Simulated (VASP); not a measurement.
Runs of VASP 6.6.1 on Bi2Te3. The structure is trigonal, space group R-3m (No. 166). Conventional cell: a = 4.386 Å, b = 4.386 Å, c = 30.497 Å, α = 90.00°, β = 90.00°, γ = 120.00°. Bi (site symmetry 3m) has 6 Te at 3.07 to 3.25 Å within 4.0 Å. Within 4.6 Å of Te (site symmetry -3m) lie 6 Bi at 3.25 Å and 12 Te at 4.39 to 4.55 Å. Te (site symmetry 3m) has 3 Bi at 3.07 Å and 3 Te at 3.64 Å within 4.0 Å. 

```csv
k mesh,gap on the mesh (eV),pressure (GPa),largest force (eV/Å)
8 × 8 × 8,0.28,1.9,0.03
4 × 4 × 4,0.29,1.8,0.05
6 × 6 × 6,0.28,1.9,0.02
2 × 2 × 2,0.26,(a),0.69
```

Alike in all rows: task single point; level PBE; potentials or basis VASP PAW PBE potentials, release 64 (Bi_d, Te); no spin polarisation; cell as given; cutoff (eV) 500; smearing methfessel-paxton 0.01 eV.

Question: Fill in the values left out.

Answer: (a) 4.3.

Caveats: some runs use coarse meshes; spin-orbit coupling is left out, which moves the levels of the heavy elements.

A k mesh can miss the band edges, and the runs leave out spin-orbit coupling on Bi, Te.
